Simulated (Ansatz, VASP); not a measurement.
**HfAs4 in VASP and in Ansatz**

```
Hf As
1.0
     4.52773    0.00000    0.00000
     0.00000    4.52773    0.00000
     0.00000    0.00000    5.58489
Hf As
1 4
Cartesian
  0.0000 0.0000 0.0000
  2.2639 0.0000 1.5610
  0.0000 2.2639 4.0239
  2.2639 0.0000 4.0239
  0.0000 2.2639 1.5610
```

Change from the starting cell: ordered vacancies on the cation sites of fluorite (P4/mmm, No. 123).

Alike in both runs: task relaxation of cell and atoms; functional PBE; k mesh 8 × 8 × 8; occupations gaussian, width 0.1 eV; no spin polarisation.

```csv
,VASP,Ansatz
version,VASP 6.6.1,Ansatz 0.2.0
potentials or method,"VASP PAW PBE potentials, release 64 (Hf_pv, As), cutoff 600 eV","scalar-relativistic, plane waves, PAW"
valence electrons in the cell,30,86
```

|  | VASP | Ansatz | Ansatz less VASP |
| --- | --- | --- | --- |
| gap on the k mesh at the Fermi level, each at its own relaxed structure (eV) | none | none | - |
| relaxed volume (Å³/atom) | 22.73 | 22.75 | +0.024 |
| relaxed cell length with the largest relative difference (Å) | 5.633 | 5.627 | -0.0064 |

A gap of «none» marks a metal or a gap that the smearing closes. VASP's potentials hold 30 valence electrons a cell and Ansatz's 86, so a difference there can come from the potentials and not from the codes.

Neither program's run includes spin-orbit coupling.
